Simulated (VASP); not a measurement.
# Os (Im-3m) in VASP: single point with PBE

Aim: the single point of Os with PBE.

All numbers are computed with VASP 6.6.1; they aren't measurements. Logs are shortened: lines on timing, memory, paths and dates and some standing lists are left out, and cuts for length are marked.

**1. The cell of the first run**

It takes space group Im-3m (No. 229, cubic). Conventional cell: a = 3.092 Å, b = 3.092 Å, c = 3.092 Å, α = 90.00°, β = 90.00°, γ = 90.00°. Within 3.5 Å of Os (site symmetry m-3m) lie 14 Os at 2.68 to 3.09 Å.

**2. Single point, PBE**

Contents of INCAR:

```
SYSTEM = Os
PREC     = Accurate       ! precision mode
ENCUT    = 600            ! plane-wave cutoff, eV
EDIFF    = 1E-6           ! SCF threshold, eV
ISMEAR   = 0              ! smearing method
SIGMA    = 0.05           ! smearing width, eV
LREAL    = .False.        ! projectors in reciprocal space
LASPH    = .True.         ! aspherical terms in the spheres
NELM     = 120            ! most SCF steps
ALGO     = Normal         ! electronic algorithm
ISIF     = 2              ! what is computed and relaxed
LWAVE    = .False.        ! write WAVECAR
LCHARG   = .False.        ! write CHGCAR
GGA      = PE             ! functional
NBANDS   = 10             ! bands
GGA_COMPAT= .False.
```

Contents of KPOINTS:

```
regular mesh
0
Gamma
  10 10 10
  0 0 0
```

Contents of POSCAR:

```
Os
1.0
   -1.5458256833      1.5458256833      1.5458256833
    1.5458256833     -1.5458256833      1.5458256833
    1.5458256833      1.5458256833     -1.5458256833
Os
1
Direct
    0.0000000000      0.0000000000      0.0000000000
```

Potentials or basis: VASP PAW PBE potentials, release 64 (Os).

The run is started by

```sh
cat potpaw_PBE.64/Os/POTCAR > POTCAR
mpirun -np 1 vasp_std > vasp.out
```

OUTCAR:

```text
SYSTEM = Os
   PREC = Accurate
   ENCUT = 600
   EDIFF = 1E-6
   ISMEAR = 0
   LREAL = .False.
   LASPH = .True.
   NELM = 120
   ISIF = 2
   GGA = PE

 ion  position               nearest neighbor table
   1  0.000  0.000  0.000-

  LATTYP: Found a body centered cubic cell.
 ALAT       =     3.0916513666

  Lattice vectors:

 A1 = (  -1.5458256833,   1.5458256833,   1.5458256833)
 A2 = (   1.5458256833,  -1.5458256833,   1.5458256833)
 A3 = (   1.5458256833,   1.5458256833,  -1.5458256833)

Analysis of symmetry for initial positions (statically):
=====================================================================
 Subroutine PRICEL returns:
 Original cell was already a primitive cell.

 Routine SETGRP: Setting up the symmetry group for a
 body centered cubic supercell.

 Subroutine GETGRP returns: Found 48 space group operations
 (whereof 48 operations were pure point group operations)
 out of a pool of 48 trial point group operations.

The static configuration has the point symmetry O_h .

Analysis of symmetry for dynamics (positions and initial velocities):
=====================================================================
 Subroutine PRICEL returns:
 Original cell was already a primitive cell.

 Routine SETGRP: Setting up the symmetry group for a
 body centered cubic supercell.

 Subroutine GETGRP returns: Found 48 space group operations
 (whereof 48 operations were pure point group operations)
 out of a pool of 48 trial point group operations.

The dynamic configuration has the point symmetry O_h .

 Subroutine INISYM returns: Found 48 space group operations
 (whereof 48 operations are pure point group operations),
 and found     1 'primitive' translations

----------------------------------------------------------------------------------------

                                     Primitive cell

  volume of cell :      14.7755

  direct lattice vectors                    reciprocal lattice vectors
    -1.545825683  1.545825683  1.545825683     0.000000000  0.323451735  0.323451735
     1.545825683 -1.545825683  1.545825683     0.323451735  0.000000000  0.323451735
     1.545825683  1.545825683 -1.545825683     0.323451735  0.323451735  0.000000000

  length of vectors
     2.677448623  2.677448623  2.677448623     0.457429831  0.457429831  0.457429831

  position of ions in fractional coordinates (direct lattice)
     0.000000000  0.000000000  0.000000000

  ion indices of the primitive-cell ions
[... 73 lines left out ...]
   NELM   =    120;   NELMIN=  2; NELMDL= -5     # of ELM steps
   EDIFF  = 0.1E-05   stopping-criterion for ELM
   LREAL  =      F    real-space projection
   EDIFFG = 0.1E-04   stopping-criterion for IOM
   NSW    =      0    number of steps for IOM
   IBRION =     -1    ionic relax: 0-MD 1-quasi-New 2-CG
   NFREE  =      0    steps in history (QN), initial steepest desc. (CG)
   ISIF   =      2    stress and relaxation
   ISYM   =      2    0-nonsym 1-usesym 2-fastsym
   POTIM  = 0.5000    time-step for ionic-motion
   TEBEG  =    0.0;   TEEND  =   0.0 temperature during run
   PSTRESS=    0.0 pullay stress
   NELECT =       8.0000    total number of electrons
   NUPDOWN=      -1.0000    fix difference up-down
   EMIN   =  10.00;   EMAX   =-10.00  energy-range for DOS
   EFERMI =   0.00;   METHOD = LEGACY
   ISMEAR =     0;   SIGMA  =   0.05  broadening in eV -4-tet -1-fermi 0-gaus
   EFERMI_NEDOS =   21; number of points for ismear=-14 and -15
   IALGO  =     38    algorithm
   IMIX   =      4    mixing-type and parameters
     AMIX     =   0.40;   BMIX     =  1.00
     AMIX_MAG =   1.60;   BMIX_MAG =  1.00
  volume/ion in A,a.u.               =      14.78        99.71
  Fermi-wavevector in a.u.,A,eV,Ry     =   1.334313  2.521486 24.223684  1.780391
  Thomas-Fermi vector in A             =   2.463104
   LORBIT       =      0    0 simple, 1 ext, 2 COOP (PROOUT), +10 PAW based schemes
   GGA     = PE    functional components
   LHFCALC =     F    Hartree Fock is set to
   AEXX    =    0.0000 exact exchange contribution
   IVDW    =     0    specifies the selected vdW correction
   LEPSILON=     F    determine dielectric tensor
   LRPA    =     F    only Hartree local field effects (RPA)
 non-spin polarized calculation
 Gauss-broadening in eV      SIGMA  =   0.05
  energy-cutoff  :      600.00
  volume of cell :       14.78
 maximum number of plane-waves:       531
 NGX is ok and might be reduce to    24
   NGX = 11   NGY = 11   NGZ = 11

 number of electron       8.0000001 magnetization

 Free energy of the ion-electron system (eV)
  ---------------------------------------------------
  ext. energy  EPLUGINS =         0.00000000
  ---------------------------------------------------
  free energy    TOTEN  =       -10.36568028 eV

  energy without entropy =      -10.36385862  energy(sigma->0) =      -10.36476945

 E-fermi :   8.9324     XC(G=0): -13.7304

 val. band max:        8.8812757150   @ k =   0.1000   0.0000   0.0000
 cond. band min:       8.9342915316   @ k =  -0.3000   0.3000   0.3000
 fundamental gap:      0.0530158165
 Fermi energy:         8.9323683892

 k-point     1 :       0.0000    0.0000    0.0000
  band No.  band energies     occupation
      1      -1.7866      2.00000
      2       5.6803      2.00000
      3       5.6803      2.00000
      4       5.6803      2.00000
      5       8.8645      1.94515
      6       8.8645      1.94514
      7      25.1387      0.00000
      8      25.1387      0.00000
      9      25.1387      0.00000
     10      36.7214      0.00000
[... 287 lines left out ...]
 k-point    24 :      -0.3000    0.3000    0.1000
  band No.  band energies     occupation
      1       1.5264      2.00000
      2       4.7093      2.00000
      3       5.3475      2.00000
      4       7.7023      2.00000
      5       9.0473      0.00116
      6       9.6902      0.00000
      7      22.6528      0.00000
      8      25.0120      0.00000
      9      29.2760      0.00000
     10      31.5467      0.00000

 [... further k-points ...]
[... 5 lines left out ...]
  --------------------------------------------------------------------------------------
  -------------------------------------------------------------------------------------
  Total        0.0059787      0.0059787      0.0059787      0.0000000      0.0000000      0.0000000
  in kB        0.6483015      0.6483015      0.6483015      0.0000000      0.0000000      0.0000000
  external PRESSURE =       0.6483015 kB  Pullay stress =       0.0000000 kB

 VOLUME and BASIS-vectors are now :
 -----------------------------------------------------------------------------
  energy-cutoff  :      600.00
  volume of cell :       14.78
      direct lattice vectors                 reciprocal lattice vectors
    -1.545825683  1.545825683  1.545825683     0.000000000  0.323451735  0.323451735
     1.545825683 -1.545825683  1.545825683     0.323451735  0.000000000  0.323451735
     1.545825683  1.545825683 -1.545825683     0.323451735  0.323451735  0.000000000

 POSITION                                       TOTAL-FORCE (eV/Angst)
 -----------------------------------------------------------------------------------
      0.00000      0.00000      0.00000        -0.000000     -0.000000      0.000000
 -----------------------------------------------------------------------------------
    total drift:                                0.000000      0.000000      0.000000

  FREE ENERGIE OF THE ION-ELECTRON SYSTEM (eV)
  ---------------------------------------------------
  free  energy   TOTEN  =       -10.3656802798 eV

  energy  without entropy=      -10.3638586236  energy(sigma->0) =      -10.36476945
```

OSZICAR:

```text
N       E                     dE             d eps       ncg     rms          rms(c)
DAV:   1     0.409025016117E+02    0.40903E+02   -0.45490E+03   948   0.843E+02
DAV:   2    -0.963416478718E+01   -0.50537E+02   -0.47127E+02   954   0.204E+02
DAV:   3    -0.109962354558E+02   -0.13621E+01   -0.13469E+01  1098   0.319E+01
DAV:   4    -0.110004402624E+02   -0.42048E-02   -0.42043E-02  1040   0.199E+00
DAV:   5    -0.110004547065E+02   -0.14444E-04   -0.14443E-04  1030   0.106E-01    0.156E+01
DAV:   6    -0.105064390012E+02    0.49402E+00   -0.57609E-01  1076   0.599E+00    0.721E+00
DAV:   7    -0.103693391634E+02    0.13710E+00   -0.40550E-01  1142   0.476E+00    0.577E-01
DAV:   8    -0.103667613236E+02    0.25778E-02   -0.18763E-03   996   0.377E-01    0.364E-01
DAV:   9    -0.103656814641E+02    0.10799E-02   -0.76526E-04  1028   0.289E-01    0.190E-02
DAV:  10    -0.103656828865E+02   -0.14224E-05   -0.73127E-06  1038   0.203E-02    0.508E-03
DAV:  11    -0.103656803958E+02    0.24907E-05   -0.81680E-07   598   0.134E-02    0.171E-03
DAV:  12    -0.103656802798E+02    0.11600E-06   -0.29264E-08   514   0.157E-03
   1 F= -.10365680E+02 E0= -.10364769E+02  d E =-.182166E-02
```

It took 14 s on 1 thread of Intel Xeon 8259CL, shared host; peak memory 0.15 GiB.

Results:

```yaml
Free_energy: -10.3657 eV
Pressure: 0.1 GPa
Band_gap_on_the_k_mesh: zero (band 4 reaches 11.26 eV, above the bottom of band 5 at 7.26 eV)
```

Caveat: spin-orbit coupling is left out, which moves the levels of the heavy elements.
